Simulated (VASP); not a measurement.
# ZnS (I-4m2) in VASP: further runs

Runs on ZnS. Level: r2SCAN. Tasks: single point.

Program: VASP 6.6.1. These are calculated values, not measurements. Logs are shortened: lines on timing, memory, paths and dates and some standing lists are left out, and cuts for length are marked.

### Step 1. The cell of the first run

The structure is tetragonal, space group I-4m2 (No. 119). The conventional cell has a = 3.825 Å, b = 3.825 Å, c = 5.626 Å, α = 90.00°, β = 90.00°, γ = 90.00°. Within 3.1 Å of Zn (site symmetry -4m2) lie 4 S at 2.37 Å. S (site symmetry -4m2) has 4 Zn at 2.37 Å within 3.1 Å.

### Step 2. Single point, r2SCAN (strain +0.000 along x and y, +0.040 along z)

Input file POSCAR:

```
ZnS
1.0
    0.0000000000      2.7046500000      2.8128360000
    2.7046500000      0.0000000000      2.8128360000
    2.7046500000      2.7046500000      0.0000000000
Zn S
1 1
Direct
    0.0000000000      0.0000000000      0.0000000000
    0.7500000000      0.7500000000      0.7500000000
```

Input file INCAR.step1:

```
SYSTEM = ZnS
PREC = Accurate ; ENCUT = 520
ISMEAR = 0 ; SIGMA = 0.05
LREAL = .False. ; LASPH = .True.
NELM = 100 ; NBANDS = 16
GGA = PE ; ALGO = Normal
EDIFF = 1E-4 ; LWAVE = .True.
LCHARG = .False.
```

Input file INCAR.step2:

```
SYSTEM = ZnS
PREC = Accurate ; ENCUT = 520
EDIFF = 1E-7 ; ISMEAR = 0
SIGMA = 0.05 ; LREAL = .False.
LASPH = .True. ; NELM = 100
ALGO = Normal ; ISIF = 2
LWAVE = .False. ; LCHARG = .False.
METAGGA = R2SCAN ; LMIXTAU = .True.
NBANDS = 16 ; ISTART = 1
```

Input file KPOINTS:

```
Automatic mesh
0
Gamma
  8 8 8
  0 0 0
```

Potentials or basis: VASP PAW PBE potentials, release 64 (Zn, S).

On the command line:

```
> cat potpaw_PBE.64/Zn/POTCAR potpaw_PBE.64/S/POTCAR > POTCAR
> cp INCAR.step1 INCAR
> mpirun -np 1 vasp_std > vasp.out
> cp INCAR.step2 INCAR
> mpirun -np 1 vasp_std > vasp.out
```

OUTCAR:

```text
SYSTEM = ZnS
   PREC = Accurate
   ENCUT = 520
   EDIFF = 1E-7
   ISMEAR = 0
   LREAL = .False.
   LASPH = .True.
   NELM = 100
   ISIF = 2
   METAGGA = R2SCAN
   ISTART = 1

 ion  position               nearest neighbor table
   1  0.000  0.000  0.000-   2 2.37   2 2.37   2 2.37   2 2.37
   2  0.750  0.750  0.750-   1 2.37   1 2.37   1 2.37   1 2.37

  LATTYP: Found a body centered tetragonal cell.
 ALAT       =     3.8249527115
 C/A-ratio  =     1.4707821049

  Lattice vectors:

 A1 = (  -2.7046500000,   0.0000000000,   2.8128360000)
 A2 = (   2.7046500000,   0.0000000000,   2.8128360000)
 A3 = (   0.0000000000,   2.7046500000,  -2.8128360000)

Analysis of symmetry for initial positions (statically):
=====================================================================
 Subroutine PRICEL returns:
 Original cell was already a primitive cell.

 Routine SETGRP: Setting up the symmetry group for a
 body centered tetragonal supercell.

 Subroutine GETGRP returns: Found  8 space group operations
 (whereof  8 operations were pure point group operations)
 out of a pool of 16 trial point group operations.

The static configuration has the point symmetry D_2d.

Analysis of symmetry for dynamics (positions and initial velocities):
=====================================================================
 Subroutine PRICEL returns:
 Original cell was already a primitive cell.

 Routine SETGRP: Setting up the symmetry group for a
 body centered tetragonal supercell.

 Subroutine GETGRP returns: Found  8 space group operations
 (whereof  8 operations were pure point group operations)
 out of a pool of 16 trial point group operations.

The dynamic configuration has the point symmetry D_2d.

 Subroutine INISYM returns: Found  8 space group operations
 (whereof  8 operations are pure point group operations),
 and found     1 'primitive' translations

----------------------------------------------------------------------------------------

                                     Primitive cell

  volume of cell :      41.1525

  direct lattice vectors                    reciprocal lattice vectors
     0.000000000  2.704650000  2.812836000    -0.184866803  0.184866803  0.177756542
     2.704650000  0.000000000  2.812836000     0.184866803 -0.184866803  0.177756542
     2.704650000  2.704650000  0.000000000     0.184866803  0.184866803 -0.177756542

  length of vectors
     3.902201684  3.902201684  3.824952711     0.316146893  0.316146893  0.316146893

  position of ions in fractional coordinates (direct lattice)
     0.000000000  0.000000000  0.000000000
     0.750000000  0.750000000  0.750000000

  ion indices of the primitive-cell ions
   primitive index   ion index
                 1           1
                 2           2

----------------------------------------------------------------------------------------

 KPOINTS: Automatic mesh

Automatic generation of k-mesh.
 Grid dimensions read from file:
 generate k-points for:    8    8    8

 Generating k-lattice:

  Cartesian coordinates                     Fractional coordinates (reciprocal lattice)
    -0.023108350  0.023108350  0.022219568     0.125000000  0.000000000  0.000000000
     0.023108350 -0.023108350  0.022219568     0.000000000  0.125000000  0.000000000
     0.023108350  0.023108350 -0.022219568     0.000000000  0.000000000  0.125000000

  Length of vectors
     0.039518362  0.039518362  0.039518362

  Shift w.r.t. Gamma in fractional coordinates (k-lattice)
     0.000000000  0.000000000  0.000000000

 Subroutine IBZKPT returns following result:
 ===========================================

 Found     59 irreducible k-points:

 Following reciprocal coordinates:
            Coordinates               Weight
  0.000000  0.000000  0.000000      1.000000
  0.125000  0.000000  0.000000      8.000000
  0.250000  0.000000  0.000000      8.000000
  0.375000 -0.000000  0.000000      8.000000
  0.500000  0.000000  0.000000      4.000000
  0.125000  0.125000  0.000000      2.000000
[... 16 lines left out ...]
  0.250000  0.000000  0.125000     16.000000
  0.375000 -0.000000  0.125000     16.000000
 [... further k-points ...]
   k-points           NKPTS =     59   k-points in BZ     NKDIM =     59   number of bands    NBANDS=     16
   number of dos      NEDOS =    301   number of ions     NIONS =      2
   total plane-waves  NPLWV =  25200
   dimension x,y,z NGX =    30 NGY =   30 NGZ =   28
   dimension x,y,z NGXF=    60 NGYF=   60 NGZF=   56
   ions per type =               1   1
   NGX,Y,Z   is equivalent  to a cutoff of  12.78, 12.78, 12.17 a.u.
   NGXF,Y,Z  is equivalent  to a cutoff of  25.56, 25.56, 24.34 a.u.
 SYSTEM =  ZnS
   PREC   = accura    normal or accurate (medium, high low for compatibility)
   ISTART =      1    job   : 0-new  1-cont  2-samecut
   ICHARG =      0    charge: 1-file 2-atom 10-const
   ISPIN  =      1    spin polarized calculation?
   LNONCOLLINEAR =      F non collinear calculations
   LSORBIT =      F    spin-orbit coupling
   LASPH  =      T    aspherical Exc in radial PAW
   ENCUT  =  520.0 eV  38.22 Ry    6.18 a.u.   7.26  7.26  7.11*2*pi/ulx,y,z
   NELM   =    100;   NELMIN=  2; NELMDL=  0     # of ELM steps
   EDIFF  = 0.1E-06   stopping-criterion for ELM
   LREAL  =      F    real-space projection
   EDIFFG = 0.1E-05   stopping-criterion for IOM
   NSW    =      0    number of steps for IOM
   IBRION =     -1    ionic relax: 0-MD 1-quasi-New 2-CG
   NFREE  =      0    steps in history (QN), initial steepest desc. (CG)
   ISIF   =      2    stress and relaxation
   ISYM   =      2    0-nonsym 1-usesym 2-fastsym
   POTIM  = 0.5000    time-step for ionic-motion
   TEBEG  =    0.0;   TEEND  =   0.0 temperature during run
   PSTRESS=    0.0 pullay stress
   NELECT =      18.0000    total number of electrons
   NUPDOWN=      -1.0000    fix difference up-down
   EMIN   =  10.00;   EMAX   =-10.00  energy-range for DOS
   EFERMI =   0.00;   METHOD = LEGACY
   ISMEAR =     0;   SIGMA  =   0.05  broadening in eV -4-tet -1-fermi 0-gaus
   EFERMI_NEDOS =   21; number of points for ismear=-14 and -15
   IALGO  =     38    algorithm
   IMIX   =      4    mixing-type and parameters
     AMIX     =   0.40;   BMIX     =  1.00
     AMIX_MAG =   1.60;   BMIX_MAG =  1.00
  volume/ion in A,a.u.               =      20.58       138.86
  Fermi-wavevector in a.u.,A,eV,Ry     =   1.242701  2.348365 21.011572  1.544307
  Thomas-Fermi vector in A             =   2.377044
   LORBIT       =      0    0 simple, 1 ext, 2 COOP (PROOUT), +10 PAW based schemes
   METAGGA = R2SCAN    functional components
   LHFCALC =     F    Hartree Fock is set to
   AEXX    =    0.0000 exact exchange contribution
   IVDW    =     0    specifies the selected vdW correction
   LEPSILON=     F    determine dielectric tensor
   LRPA    =     F    only Hartree local field effects (RPA)
 non-spin polarized calculation
 Gauss-broadening in eV      SIGMA  =   0.05
  energy-cutoff  :      520.00
  volume of cell :       41.15
 maximum number of plane-waves:      1126
 NGX is ok and might be reduce to    30
   NGX = 15   NGY = 15   NGZ = 15

 number of electron      17.9999999 magnetization

 Free energy of the ion-electron system (eV)
  ---------------------------------------------------
  ext. energy  EPLUGINS =         0.00000000
  ---------------------------------------------------
  free energy    TOTEN  =       -18.83711698 eV

  energy without entropy =      -18.83711698  energy(sigma->0) =      -18.83711698

 E-fermi :   1.7777     XC(G=0): -10.0732

 val. band max:        1.4921662213   @ k =   0.0000   0.0000   0.0000
 cond. band min:       3.9175939566   @ k =   0.0000   0.0000   0.0000
 fundamental gap:      2.4254277352
 Fermi energy:         1.7777247190

 k-point     1 :       0.0000    0.0000    0.0000
  band No.  band energies     occupation
      1     -11.9324      2.00000
      2      -4.9110      2.00000
      3      -4.8877      2.00000
      4      -4.8876      2.00000
      5      -4.4087      2.00000
      6      -4.4012      2.00000
[... 8 lines left out ...]
     15      13.7677      0.00000
     16      14.0323      0.00000

 k-point     2 :       0.1250    0.0000    0.0000
  band No.  band energies     occupation
      1     -11.8215      2.00000
      2      -4.8974      2.00000
      3      -4.8749      2.00000
      4      -4.8669      2.00000
      5      -4.4087      2.00000
      6      -4.4037      2.00000
[... 8 lines left out ...]
     15      13.3626      0.00000
     16      14.5559      0.00000

 k-point     3 :       0.2500    0.0000    0.0000
  band No.  band energies     occupation
      1     -11.5336      2.00000
      2      -4.8487      2.00000
      3      -4.8200      2.00000
      4      -4.8197      2.00000
      5      -4.4043      2.00000
      6      -4.4019      2.00000
[... 8 lines left out ...]
     15      13.0126      0.00000
     16      14.1521      0.00000

 k-point     4 :       0.3750   -0.0000    0.0000
  band No.  band energies     occupation
      1     -11.2100      2.00000
      2      -4.8088      2.00000
      3      -4.7805      2.00000
      4      -4.5987      2.00000
      5      -4.3945      2.00000
      6      -4.3819      2.00000
[... 8 lines left out ...]
     15      13.9875      0.00000
     16      14.2195      0.00000
[... 324 lines left out ...]
 k-point    22 :       0.1250    0.0000    0.1250
  band No.  band energies     occupation
      1     -11.7811      2.00000
      2      -4.9002      2.00000
      3      -4.8754      2.00000
      4      -4.8493      2.00000
      5      -4.4170      2.00000
      6      -4.3960      2.00000
[... 8 lines left out ...]
     15      13.6833      0.00000
     16      15.1126      0.00000

 k-point    23 :       0.2500    0.0000    0.1250
  band No.  band energies     occupation
      1     -11.5488      2.00000
      2      -4.8834      2.00000
      3      -4.8279      2.00000
      4      -4.7990      2.00000
      5      -4.4237      2.00000
      6      -4.3851      2.00000
[... 8 lines left out ...]
     15      13.7482      0.00000
     16      15.5990      0.00000

 k-point    24 :       0.3750   -0.0000    0.1250
  band No.  band energies     occupation
      1     -11.2323      2.00000
      2      -4.8123      2.00000
      3      -4.7735      2.00000
      4      -4.6885      2.00000
      5      -4.4024      2.00000
      6      -4.3702      2.00000
[... 8 lines left out ...]
     15      14.5816      0.00000
     16      15.1242      0.00000

 [... further k-points ...]
[... 5 lines left out ...]
  --------------------------------------------------------------------------------------
  -------------------------------------------------------------------------------------
  Total       -0.7453431     -0.7453431     -1.2333538      0.0000000      0.0000000      0.0000000
  in kB      -29.0181874    -29.0181874    -48.0177391      0.0000000      0.0000000      0.0000000
  external PRESSURE =     -35.3513713 kB  Pullay stress =       0.0000000 kB

 VOLUME and BASIS-vectors are now :
 -----------------------------------------------------------------------------
  energy-cutoff  :      520.00
  volume of cell :       41.15
      direct lattice vectors                 reciprocal lattice vectors
     0.000000000  2.704650000  2.812836000    -0.184866803  0.184866803  0.177756542
     2.704650000  0.000000000  2.812836000     0.184866803 -0.184866803  0.177756542
     2.704650000  2.704650000  0.000000000     0.184866803  0.184866803 -0.177756542

 POSITION                                       TOTAL-FORCE (eV/Angst)
 -----------------------------------------------------------------------------------
      0.00000      0.00000      0.00000         0.000000      0.000000      0.000000
      4.05697      4.05697      4.21925        -0.000000     -0.000000     -0.000000
 -----------------------------------------------------------------------------------
    total drift:                               -0.000263     -0.000263     -0.001880

  FREE ENERGIE OF THE ION-ELECTRON SYSTEM (eV)
  ---------------------------------------------------
  free  energy   TOTEN  =       -18.8371169840 eV

  energy  without entropy=      -18.8371169840  energy(sigma->0) =      -18.83711698
```

Run time: 6 min. Hardware: 1 thread of Intel Xeon 8259CL, shared host; peak memory 0.19 GiB.

What came out:

| Item | Value |
| --- | --- |
| Free energy | -18.8371 eV |
| Pressure | -3.5 GPa |
| Band gap on the k mesh | 2.43 eV |

Levels at points of the mesh, in eV from the valence-band top:
```tsv
k point	band 5	band 6	band 7	band 8	band 9	band 10	band 11	band 12	band 13	band 14
(0.00, 0.00, 0.00)	-5.90	-5.89	-0.15	0.00	0.00	2.43	6.89	6.89	6.90	11.80
(0.50, 0.00, 0.00)	-5.87	-5.72	-5.15	-0.98	-0.76	3.66	7.23	7.54	9.20	12.57
(0.50, 0.50, 0.00)	-5.83	-5.74	-4.64	-2.04	-2.04	3.91	4.69	11.09	12.53	12.53
(0.50, 0.00, 0.50)	-5.83	-5.68	-4.41	-2.28	-2.20	3.71	4.31	11.52	12.22	12.54
```

Caveat: the cell differs from its parent crystal (strain +0.000 along x and y, +0.040 along z); the cell stands under tension; the PAW data sets were made with another functional, which shifts forces and pressure a little.

### Step 3. Single point, r2SCAN (strain +0.040 along x and y, +0.080 along z)

Input file POSCAR:

```
ZnS
1.0
    0.0000000000      2.8128360000      2.9210220000
    2.8128360000      0.0000000000      2.9210220000
    2.8128360000      2.8128360000      0.0000000000
Zn S
1 1
Direct
    0.0000000000      0.0000000000      0.0000000000
    0.7500000000      0.7500000000      0.7500000000
```

Input file INCAR.step1:

```
SYSTEM = ZnS
PREC = Accurate
ENCUT = 520
ISMEAR = 0
SIGMA = 0.05
LREAL = .False.
LASPH = .True.
NELM = 100
NBANDS = 16
GGA = PE
ALGO = Normal
EDIFF = 1E-4
LWAVE = .True.
LCHARG = .False.
```

Input file INCAR.step2:

```
SYSTEM = ZnS
PREC = Accurate
ENCUT = 520
EDIFF = 1E-6
ISMEAR = 0
SIGMA = 0.05
LREAL = .False.
LASPH = .True.
NELM = 100
ALGO = Normal
ISIF = 2
LWAVE = .False.
LCHARG = .False.
METAGGA = R2SCAN
LMIXTAU = .True.
NBANDS = 16
ISTART = 1
```

KPOINTS is that of step 2.

Potentials or basis: VASP PAW PBE potentials, release 64 (Zn, S).

On the command line:

```
> cat potpaw_PBE.64/Zn/POTCAR potpaw_PBE.64/S/POTCAR > POTCAR
> cp INCAR.step1 INCAR
> mpirun -np 1 vasp_std > vasp.out
> cp INCAR.step2 INCAR
> mpirun -np 1 vasp_std > vasp.out
```

Run time: 5.6 min. Hardware: 1 thread of Intel Xeon 8259CL, shared host; peak memory 0.2 GiB.

Results (log left out):

```
Free energy            : -18.6255 eV
Pressure               : -9.1 GPa
Band gap on the k mesh : 1.92 eV
```

Stress tensor (GPa, compression positive):
```
 -8.51   0.00   0.00
  0.00  -8.51   0.00
  0.00   0.00 -10.29
```

Levels at points of the mesh, in eV from the valence-band top:
```
           k point  band 5  band 6  band 7  band 8  band 9  band 10  band 11  band 12  band 13  band 14
(0.00, 0.00, 0.00)   -5.70   -5.70   -0.13    0.00    0.00     1.92     6.91     6.91     6.94    11.46
(0.50, 0.00, 0.00)   -5.67   -5.56   -4.44   -0.81   -0.62     3.40     7.27     7.54     8.69    12.02
(0.50, 0.50, 0.00)   -5.65   -5.57   -4.17   -1.67   -1.67     4.09     4.58    10.34    11.70    11.70
(0.50, 0.00, 0.50)   -5.65   -5.53   -3.96   -1.87   -1.81     3.93     4.24    10.71    11.43    11.76
```

Caveat: the cell differs from its parent crystal (strain +0.040 along x and y, +0.080 along z); the cell stands under tension; the PAW data sets were made with another functional, which shifts forces and pressure a little.
